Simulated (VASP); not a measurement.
# Si (a cell with a defect) in VASP: single point with PBEsol

Aim: the single point of Si (a cell with a defect) with PBEsol.

Program: VASP 6.6.1. These are calculated values, not measurements. Logs are shortened: lines on timing, memory, paths and dates and some standing lists are left out, and cuts for length are marked.

### Step 1. The cell of the first run

The cell holds a defect, 63 atoms: a = 10.866 Å, b = 10.866 Å, c = 10.866 Å, α = 90.00°, β = 90.00°, γ = 90.00°.

### Step 2. Single point, PBEsol

Input file INCAR:

```
PREC = Accurate ; ENCUT = 520
EDIFF = 1E-6 ; ISMEAR = -1
SIGMA = 0.05 ; LREAL = Auto
LASPH = True ; NELM = 80
ALGO = Normal ; ISIF = 2
LWAVE = False ; LCHARG = True
GGA = PS ; LELF = True
LVHAR = True ; NELECT = 254.0
ISYM = 0 ; NBANDS = 163
```

Input file KPOINTS:

```
Automatic mesh
0
Gamma
  1 1 1
  0.25 0.25 0.25
```

Input file POSCAR:

```
Si
1.0
   10.8655790000      0.0000000000      0.0000000000
    0.0000000000     10.8655790000      0.0000000000
    0.0000000000      0.0000000000     10.8655790000
Si
63
Direct
    0.9998660000      0.0001320000      0.0000240000
    0.9968780000      0.0027230000      0.5005010000
    0.9993010000      0.5022150000      0.9998720000
    0.9998810000      0.4990570000      0.5000660000
    0.5004170000      0.0024780000      0.9977250000
    0.4995960000      0.9987790000      0.4998550000
    0.4998600000      0.4989920000      0.0000990000
    0.1234970000      0.1287880000      0.1235940000
    0.1273260000      0.1271050000      0.6237530000
    0.1265130000      0.6239470000      0.1261580000
    0.1302300000      0.6249420000      0.6211130000
    0.6230320000      0.1283220000      0.1281080000
    0.6287260000      0.1178610000      0.6291130000
    0.6208390000      0.6249710000      0.1305360000
    0.6023100000      0.6005920000      0.5997530000
    0.2518560000      0.2543990000      0.0002380000
    0.2564850000      0.2533310000      0.5007590000
    0.2499750000      0.7485520000      0.9970610000
    0.2519900000      0.7504100000      0.4922490000
    0.7489450000      0.2514670000      0.0015730000
    0.7428030000      0.2524480000      0.5041990000
    0.7482950000      0.7469530000      0.0019320000
    0.7417100000      0.7433310000      0.5052320000
    0.3752450000      0.3780690000      0.1305950000
    0.4116890000      0.3812060000      0.5908080000
    0.3740220000      0.8762680000      0.1221450000
    0.3751050000      0.8719320000      0.6243150000
    0.8677070000      0.3782180000      0.1323440000
    0.8735210000      0.3759140000      0.6274260000
    0.8731340000      0.8751410000      0.1249450000
    0.8745580000      0.8703180000      0.6232680000
    0.2472170000      0.0003820000      0.2470250000
    0.2513000000      0.0002040000      0.7488510000
    0.2569900000      0.5101560000      0.2572520000
    0.2680450000      0.4981250000      0.7320910000
    0.7483620000      0.0007040000      0.2510470000
    0.7533390000      0.9932750000      0.7537110000
    0.7318970000      0.4988970000      0.2688390000
    0.7434880000      0.5059960000      0.7431490000
    0.3735150000      0.1232500000      0.3733150000
    0.3750070000      0.1294460000      0.8722840000
    0.3928410000      0.6147140000      0.3940290000
    0.3780150000      0.6244290000      0.8705930000
    0.8713470000      0.1298990000      0.3752640000
    0.8752890000      0.1258090000      0.8758640000
    0.8712790000      0.6250580000      0.3776990000
    0.8725270000      0.6229140000      0.8729040000
    0.9995000000      0.2541470000      0.2516700000
    0.0016710000      0.2509740000      0.7497780000
    0.9975260000      0.7488340000      0.2493810000
    0.0018360000      0.7467350000      0.7487930000
    0.5017700000      0.2553100000      0.2591390000
    0.5032240000      0.2519160000      0.7430580000
    0.4920790000      0.7497540000      0.2530250000
    0.5056480000      0.7418790000      0.7402550000
    0.1296150000      0.3780740000      0.3748230000
    0.1318520000      0.3781510000      0.8686280000
    0.1216370000      0.8770460000      0.3738860000
    0.1249160000      0.8749440000      0.8734660000
    0.5907170000      0.3847690000      0.4164940000
    0.6267320000      0.3762980000      0.8728870000
    0.6242260000      0.8723440000      0.3750800000
    0.6225160000      0.8699270000      0.8742210000
```

Potentials or basis: VASP PAW PBE potentials, release 64 (Si).

Launch:

```bash
cat potpaw_PBE.64/Si/POTCAR > POTCAR
mpirun -np 1 vasp_std > vasp.out
```

OUTCAR:

```text
PREC = Accurate
   ENCUT = 520
   EDIFF = 1E-6
   ISMEAR = -1
   LREAL = Auto
   LASPH = True
   NELM = 80
   ISIF = 2
   GGA = PS
   NELECT = 254.0
   ISYM = 0

 ion  position               nearest neighbor table
   1  1.000  0.000  0.000-  45 2.35   8 2.36  30 2.36  59 2.36
   2  0.997  0.003  0.501-  58 2.37  31 2.37  44 2.37   9 2.37
   3  0.999  0.502  1.000-  47 2.35  10 2.35  57 2.43  28 2.44
   4  1.000  0.499  0.500-  56 2.36  29 2.36  46 2.37  11 2.37
   5  0.500  0.002  0.998-  26 2.37  41 2.37  63 2.37  12 2.38
   6  0.500  0.999  0.500-  27 2.36  62 2.36  40 2.37  13 2.37
[... 33 lines left out ...]
  40  0.374  0.123  0.373-  17 2.35  52 2.35  32 2.36   6 2.37
  41  0.375  0.129  0.872-  16 2.36  33 2.36   5 2.37  53 2.38
  42  0.393  0.615  0.394-  19 2.38  54 2.38  34 2.38
  43  0.378  0.624  0.871-  55 2.36  35 2.36   7 2.36  18 2.38
  44  0.871  0.130  0.375-  48 2.36  36 2.36   2 2.37  21 2.38
  45  0.875  0.126  0.876-   1 2.35  37 2.36  49 2.37  20 2.37
  46  0.871  0.625  0.378-  23 2.36  38 2.36   4 2.37  50 2.37
  47  0.873  0.623  0.873-   3 2.35  39 2.36  51 2.37  22 2.37
  48  0.999  0.254  0.252-  28 2.36  44 2.36  56 2.37   8 2.37
[... 9 lines left out ...]
  58  0.122  0.877  0.374-  19 2.36  32 2.36  50 2.36   2 2.37
  59  0.125  0.875  0.873-  18 2.35  51 2.36  33 2.36   1 2.36
  60  0.591  0.385  0.416-  21 2.39  52 2.42  38 2.54  25 2.72  15 3.08
  61  0.627  0.376  0.873-  20 2.36  39 2.36   7 2.36  53 2.37
  62  0.624  0.872  0.375-   6 2.36  36 2.36  23 2.37  54 2.37
  63  0.623  0.870  0.874-  37 2.35  22 2.36   5 2.37  55 2.38

IMPORTANT INFORMATION: All symmetrisations will be switched off!
NOSYMM: (Re-)initialisation of all symmetry stuff for point group C_1.

----------------------------------------------------------------------------------------

                                     Primitive cell

  volume of cell :    1282.7990

  direct lattice vectors                    reciprocal lattice vectors
    10.865579000  0.000000000  0.000000000     0.092033752  0.000000000  0.000000000
     0.000000000 10.865579000  0.000000000     0.000000000  0.092033752  0.000000000
     0.000000000  0.000000000 10.865579000     0.000000000  0.000000000  0.092033752

  length of vectors
    10.865579000 10.865579000 10.865579000     0.092033752  0.092033752  0.092033752

  position of ions in fractional coordinates (direct lattice)
     0.999866000  0.000132000  0.000024000
     0.996878000  0.002723000  0.500501000
     0.999301000  0.502215000  0.999872000
     0.999881000  0.499057000  0.500066000
     0.500417000  0.002478000  0.997725000
     0.499596000  0.998779000  0.499855000
[... 55 lines left out ...]
     0.624226000  0.872344000  0.375080000
     0.622516000  0.869927000  0.874221000

  ion indices of the primitive-cell ions
   primitive index   ion index
                 1           1
                 2           2
                 3           3
                 4           4
                 5           5
                 6           6
[... 55 lines left out ...]
                62          62
                63          63

----------------------------------------------------------------------------------------

 KPOINTS: Automatic mesh

Automatic generation of k-mesh.
 Grid dimensions read from file:
 generate k-points for:    1    1    1

 Generating k-lattice:

  Cartesian coordinates                     Fractional coordinates (reciprocal lattice)
     0.092033752  0.000000000  0.000000000     1.000000000  0.000000000  0.000000000
     0.000000000  0.092033752  0.000000000     0.000000000  1.000000000  0.000000000
     0.000000000  0.000000000  0.092033752     0.000000000  0.000000000  1.000000000

  Length of vectors
     0.092033752  0.092033752  0.092033752

  Shift w.r.t. Gamma in fractional coordinates (k-lattice)
     0.250000000  0.250000000  0.250000000

 Subroutine IBZKPT returns following result:
 ===========================================

 Found      4 irreducible k-points:

 Following reciprocal coordinates:
            Coordinates               Weight
  0.250000  0.250000  0.250000      2.000000
 -0.250000  0.250000  0.250000      2.000000
 -0.250000 -0.250000  0.250000      2.000000
  0.250000 -0.250000  0.250000      2.000000
   k-points           NKPTS =      4   k-points in BZ     NKDIM =      4   number of bands    NBANDS=    163
   number of dos      NEDOS =    301   number of ions     NIONS =     63
   total plane-waves  NPLWV = 592704
   dimension x,y,z NGX =    84 NGY =   84 NGZ =   84
   dimension x,y,z NGXF=   168 NGYF=  168 NGZF=  168
   ions per type =              63
   NGX,Y,Z   is equivalent  to a cutoff of  12.85, 12.85, 12.85 a.u.
   NGXF,Y,Z  is equivalent  to a cutoff of  25.70, 25.70, 25.70 a.u.
 SYSTEM =  unknown system
   PREC   = accura    normal or accurate (medium, high low for compatibility)
   ISTART =      0    job   : 0-new  1-cont  2-samecut
   ICHARG =      2    charge: 1-file 2-atom 10-const
   ISPIN  =      1    spin polarized calculation?
   LNONCOLLINEAR =      F non collinear calculations
   LSORBIT =      F    spin-orbit coupling
   LASPH  =      T    aspherical Exc in radial PAW
   ENCUT  =  520.0 eV  38.22 Ry    6.18 a.u.  20.20 20.20 20.20*2*pi/ulx,y,z
   NELM   =     80;   NELMIN=  2; NELMDL= -5     # of ELM steps
   EDIFF  = 0.1E-05   stopping-criterion for ELM
   LREAL  =      T    real-space projection
   EDIFFG = 0.1E-04   stopping-criterion for IOM
   NSW    =      0    number of steps for IOM
   IBRION =     -1    ionic relax: 0-MD 1-quasi-New 2-CG
   NFREE  =      0    steps in history (QN), initial steepest desc. (CG)
   ISIF   =      2    stress and relaxation
   ISYM   =      0    0-nonsym 1-usesym 2-fastsym
   POTIM  = 0.5000    time-step for ionic-motion
   TEBEG  =    0.0;   TEEND  =   0.0 temperature during run
   PSTRESS=    0.0 pullay stress
   NELECT =     254.0000    total number of electrons
   NUPDOWN=      -1.0000    fix difference up-down
   EMIN   =  10.00;   EMAX   =-10.00  energy-range for DOS
   EFERMI =   0.00;   METHOD = LEGACY
   ISMEAR =    -1;   SIGMA  =   0.05  broadening in eV -4-tet -1-fermi 0-gaus
   EFERMI_NEDOS =   21; number of points for ismear=-14 and -15
   IALGO  =     38    algorithm
   IMIX   =      4    mixing-type and parameters
     AMIX     =   0.40;   BMIX     =  1.00
     AMIX_MAG =   1.60;   BMIX_MAG =  1.00
  volume/ion in A,a.u.               =      20.36       137.41
  Fermi-wavevector in a.u.,A,eV,Ry     =   0.954186  1.803151 12.387718  0.910472
  Thomas-Fermi vector in A             =   2.082910
   LORBIT       =      0    0 simple, 1 ext, 2 COOP (PROOUT), +10 PAW based schemes
   GGA     = PS    functional components
   LHFCALC =     F    Hartree Fock is set to
   AEXX    =    0.0000 exact exchange contribution
   IVDW    =     0    specifies the selected vdW correction
   LEPSILON=     F    determine dielectric tensor
   LRPA    =     F    only Hartree local field effects (RPA)
 non-spin polarized calculation
  energy-cutoff  :      520.00
  volume of cell :     1282.80
 maximum number of plane-waves:     34484
 NGX is ok and might be reduce to    84
   NGX = 41   NGY = 41   NGZ = 41

 number of electron     253.9999995 magnetization

 Free energy of the ion-electron system (eV)
  ---------------------------------------------------
  ext. energy  EPLUGINS =         0.00000000
  ---------------------------------------------------
  free energy    TOTEN  =      -346.67398948 eV

  energy without entropy =     -346.59638664  energy(sigma->0) =     -346.63518806

 E-fermi :   6.0127     XC(G=0):  -9.5396

 val. band max:        5.9897395734   @ k =  -0.2500  -0.2500   0.2500
 cond. band min:       6.0173006724   @ k =  -0.2500   0.2500   0.2500
 fundamental gap:      0.0275610989
 Fermi energy:         6.0127414376

 k-point     1 :       0.2500    0.2500    0.2500
  band No.  band energies     occupation
      1      -6.0695      2.00000
      2      -5.5491      2.00000
      3      -5.5276      2.00000
      4      -5.5040      2.00000
      5      -5.0352      2.00000
      6      -5.0145      2.00000
[... 131 lines left out ...]
    138       7.4251      0.00000
    139       7.4642      0.00000

 k-point     2 :      -0.2500    0.2500    0.2500
  band No.  band energies     occupation
      1      -6.0693      2.00000
      2      -5.5496      2.00000
      3      -5.5353      2.00000
      4      -5.4958      2.00000
      5      -5.0377      2.00000
      6      -5.0282      2.00000
[... 131 lines left out ...]
    138       7.4125      0.00000
    139       7.4803      0.00000

 k-point     3 :      -0.2500   -0.2500    0.2500
  band No.  band energies     occupation
      1      -6.0694      2.00000
      2      -5.5497      2.00000
      3      -5.5349      2.00000
      4      -5.4960      2.00000
      5      -5.0377      2.00000
      6      -5.0277      2.00000
[... 131 lines left out ...]
    138       7.4102      0.00000
    139       7.4794      0.00000

 k-point     4 :       0.2500   -0.2500    0.2500
  band No.  band energies     occupation
      1      -6.0695      2.00000
      2      -5.5445      2.00000
      3      -5.5278      2.00000
      4      -5.5090      2.00000
      5      -5.0315      2.00000
      6      -5.0135      2.00000
[... 131 lines left out ...]
    138       7.4109      0.00000
    139       7.4855      0.00000
 [bands above 139 left out]

------------------------ aborting loop because EDIFF is reached ----------------------------------------

  FORCE on cell =-STRESS in cart. coord.  units (eV):
  Direction    XX          YY          ZZ          XY          YZ          ZX
  --------------------------------------------------------------------------------------
  -------------------------------------------------------------------------------------
  Total        3.9972913     10.0228654      2.7386360     -0.6491839     -1.5404428      6.1672325
  in kB        4.9924964     12.5182569      3.4204739     -0.8108111     -1.9239666      7.7026876
  external PRESSURE =       6.9770757 kB  Pullay stress =       0.0000000 kB

 VOLUME and BASIS-vectors are now :
 -----------------------------------------------------------------------------
  energy-cutoff  :      520.00
  volume of cell :     1282.80
      direct lattice vectors                 reciprocal lattice vectors
    10.865579000  0.000000000  0.000000000     0.092033752  0.000000000  0.000000000
     0.000000000 10.865579000  0.000000000     0.000000000  0.092033752  0.000000000
     0.000000000  0.000000000 10.865579000     0.000000000  0.000000000  0.092033752

 POSITION                                       TOTAL-FORCE (eV/Angst)
 -----------------------------------------------------------------------------------
     10.86412      0.00143      0.00026         0.013578     -0.000223      0.019351
     10.83166      0.02959      5.43823         0.031986     -0.004345     -0.061584
     10.85798      5.45686     10.86419         0.016332     -0.410450      0.015693
     10.86429      5.42254      5.43351         0.022363      0.050184      0.027065
      5.43732      0.02692     10.84086        -0.082888      0.000588      0.033303
      5.42840     10.85231      5.43121         0.038592      0.015426      0.032578
[... 55 lines left out ...]
      6.78258      9.47852      4.07546        -0.024580      0.015647     -0.028884
      6.76400      9.45226      9.49892         0.085295      0.004809     -0.015551
 -----------------------------------------------------------------------------------
    total drift:                                0.004598     -0.016478      0.009809

  FREE ENERGIE OF THE ION-ELECTRON SYSTEM (eV)
  ---------------------------------------------------
  free  energy   TOTEN  =      -346.6739894790 eV

  energy  without entropy=     -346.5963866406  energy(sigma->0) =     -346.63518806
```

Wall time 54 min (1 thread of Oxide Virtual Turin-like, shared host); peak memory 1.3 GiB.

Results:

* Free energy: -346.6740 eV
* Largest force: 0.411 eV/Å

Forces on the atoms (eV/Å):
```
Si   0.014  0.000  0.019
Si   0.032 -0.004 -0.062
Si   0.016 -0.410  0.016
Si   0.022  0.050  0.027
Si  -0.083  0.001  0.033
Si   0.039  0.015  0.033
Si   0.034  0.051  0.031
Si   0.009  0.010  0.011
Si  -0.051 -0.016 -0.016
Si  -0.035  0.157 -0.029
Si  -0.028 -0.033  0.008
Si   0.013 -0.028 -0.046
Si  -0.051  0.045 -0.058
Si   0.021 -0.029 -0.038
Si   0.154  0.122  0.066
Si  -0.036 -0.017  0.020
Si   0.013  0.007 -0.035
Si   0.056 -0.023  0.022
Si   0.081 -0.076  0.098
Si   0.067  0.015  0.025
Si   0.103 -0.002 -0.083
Si  -0.029 -0.012 -0.001
Si   0.038  0.023 -0.010
Si   0.003 -0.041 -0.038
Si  -0.208  0.224  0.084
Si  -0.049 -0.015 -0.014
Si  -0.029  0.017 -0.029
Si  -0.037  0.265 -0.011
Si  -0.048 -0.025 -0.061
Si  -0.003  0.010 -0.025
Si  -0.018  0.013  0.053
Si   0.015 -0.018  0.013
Si   0.007  0.014  0.015
Si   0.011 -0.214  0.016
Si  -0.048 -0.294  0.055
Si   0.016  0.017  0.016
Si  -0.006  0.066  0.001
Si   0.071 -0.317 -0.052
Si  -0.059 -0.087 -0.055
Si  -0.025 -0.023 -0.031
Si   0.118  0.002 -0.031
Si  -0.004  0.010  0.010
Si  -0.028 -0.030 -0.036
Si  -0.025 -0.004  0.115
Si  -0.009  0.027 -0.012
Si  -0.032 -0.032 -0.034
Si   0.023  0.196  0.023
Si   0.017 -0.007 -0.029
Si   0.025  0.013  0.071
Si   0.020 -0.016  0.068
Si   0.001 -0.010 -0.019
Si  -0.085  0.033  0.038
Si  -0.086 -0.008  0.115
Si   0.102 -0.070  0.086
Si  -0.038  0.030  0.046
Si  -0.037 -0.041  0.003
Si   0.000  0.252 -0.042
Si  -0.012 -0.024 -0.047
Si  -0.022  0.012 -0.006
Si   0.077  0.241 -0.194
Si  -0.056 -0.032 -0.046
Si  -0.025  0.016 -0.029
Si   0.085  0.005 -0.016
```

Caveat: the cell carries a net charge on a neutralising background, which shifts energy and pressure; the cell is charged against a uniform background, so pressure and absolute levels hang on convention; the PAW data sets were made with another functional, which shifts forces and pressure a little.
